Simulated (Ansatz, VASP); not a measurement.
PbS: VASP beside Ansatz

```
Pb S
1.0
     0.00000    3.10391    3.10391
     2.96500    0.13891    2.96500
     2.96500    2.96500    0.13891
Pb S
1 1
Direct
  0.00000 0.00000 0.00000
  0.50000 0.50000 0.50000
```

Change from the starting cell: strain +0.0937 x Voigt [0, 0, 0, 1, 0, 0], atoms carried along.

Alike in both runs: task single point; functional LDA; k mesh 10 × 10 × 10; occupations gaussian, width 0.03 eV; no spin polarisation.

|  | VASP | Ansatz |
| --- | --- | --- |
| version | VASP 6.6.1 | Ansatz 0.2.0 |
| potentials or method | VASP PAW LDA potentials, release 64 (Pb_d, S), cutoff 520 eV | scalar-relativistic, plane waves, PAW |
| valence electrons in the cell | 20 | 20 |

Ansatz gave:

- pressure (GPa): -2.6
- traceless stress, the component that is largest in VASP (GPa): -1.94

Q: Which values does VASP return?

A: Pressure (GPa): -2.6; traceless stress, the component that is largest in VASP (GPa): -1.93.

LDA's correlation is that of Perdew and Zunger in VASP and of Perdew and Wang (1992) in Ansatz.

Spin-orbit coupling is off throughout.
